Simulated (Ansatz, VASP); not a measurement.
Hf: VASP beside Ansatz

INCAR

```
PREC = Accurate
ENCUT = 400
EDIFF = 1E-6
ISMEAR = 1
SIGMA = 0.1
LREAL = False
LASPH = True
NELM = 120
ALGO = Normal
ISIF = 2
LWAVE = False
LCHARG = False
LDIPOL = True
IDIPOL = 3
DIPOL = 0.5 0.5 0.433
GGA = PE
IVDW = 12
NBANDS = 22
GGA_COMPAT = False
NELMDL = -8
```

File KPOINTS:

```
regular mesh
0
Gamma
  12 12 1
```

POSCAR

```
Hf
1.0
    3.0912746026      0.0000000000      0.0000000000
   -1.5456373013      2.6771223359      0.0000000000
    0.0000000000      0.0000000000     21.9067976070
Hf
3
Direct
    0.6666666667      0.3333333333      0.3195355216
    0.3333333333      0.6666666667      0.4303844506
    0.6666666667      0.3333333333      0.5488918165
```

Input for Ansatz:

```yaml
crystal:
  lattice:
    - [3.0912746026, 0.0, 0.0]
    - [-1.5456373013, 2.6771223359, 0.0]
    - [0.0, 0.0, 21.906797607]
  atoms:
    - { symbol: Hf, position: [0.6666666667, 0.3333333333, 0.3195355216] }
    - { symbol: Hf, position: [0.3333333333, 0.6666666667, 0.4303844506] }
    - { symbol: Hf, position: [0.6666666667, 0.3333333333, 0.5488918165] }
basis:
  ecutwfc: 420
kpoints:
  mp_grid: { grid: [12, 12, 1] }
hamiltonian:
  xc: pbe
  dispersion: d3bj
  pseudopotentials: { kind: paw, azcp: { folder: soft_1 } }
scf:
  occupations: { method: methfessel_paxton, width: 0.1 }
  n_extra_bands: 7
  max_iter: 160
output:
  forces: true
  eigenvalues: true
  write_density: true
  write_potential: true
  elf: true
  volumetric_format: npy
efield:
  axis: 3
  dipole_correction: true
```

Alike in both runs: task single point; functional PBE; dispersion D3(BJ); k mesh 12 × 12 × 1; occupations methfessel-paxton of order 1, width 0.1 eV; no spin polarisation.

|  | VASP | Ansatz |
| --- | --- | --- |
| version | VASP 6.6.1 | Ansatz 0.2.0 |
| potentials or method | VASP PAW PBE potentials, release 64 (Hf_pv), cutoff 400 eV | scalar-relativistic, plane waves, PAW |
| valence electrons in the cell | 30 | 78 |

|  | VASP | Ansatz | Ansatz less VASP |
| --- | --- | --- | --- |
| gap on the k mesh at the Fermi level (eV) | none | none | - |
| rms of the force components (eV/Å) | 0.193 | 0.194 | +0.0013 |

Atom by atom the forces differ by 0.019 eV/Å (rms over components). A gap of «none» marks a metal or a gap that the smearing closes. VASP's potentials hold 30 valence electrons a cell and Ansatz's 78, so a difference there can come from the potentials and not from the codes. Ansatz's warnings: xc potential rough in thin density.

Spin-orbit coupling is off throughout.
